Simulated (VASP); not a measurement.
Input of a VASP 6.6.1 run:

Contents of INCAR:

```
PREC = Accurate
ENCUT = 520
EDIFF = 1E-6
ISMEAR = 0
SIGMA = 0.15
LREAL = F
LASPH = T
NELM = 80
ALGO = Fast
ISIF = 2
LWAVE = F
LCHARG = F
GGA = CA
NBANDS = 11
```

Contents of KPOINTS:

```
regular mesh
0
Gamma
  20 20 20
```

File POSCAR:

```
Pt
1.0
    0.0000000000      1.9468328700      2.0831111709
    1.7862191582      0.0000000000      2.0831111709
    1.7862191582      1.9468328700      0.0000000000
Pt
1
Direct
    0.0000000000      0.0000000000      0.0000000000
```

Potentials or basis: VASP PAW LDA potentials, release 64 (Pt).

Command:

```sh
$ cat potpaw_LDA.64/Pt/POTCAR > POTCAR
$ mpirun -np 1 vasp_std > vasp.out
```

**Question.** What does it give for the pressure?

**Answer.** 8.9 GPa.

**Question.** What does it give for the band gap on the k mesh?

**Answer.** Zero (band 5 reaches 13.19 eV, above the bottom of band 6 at 10.15 eV).

Stress tensor (GPa, compression positive):
```
15.08  0.00  0.00
 0.00 13.01  0.00
 0.00  0.00 -1.27
```

Caveat: the cell differs from its parent crystal (normal strain along x -0.0825, normal strain along z +0.0700); spin-orbit coupling is left out, which moves the levels of the heavy elements.
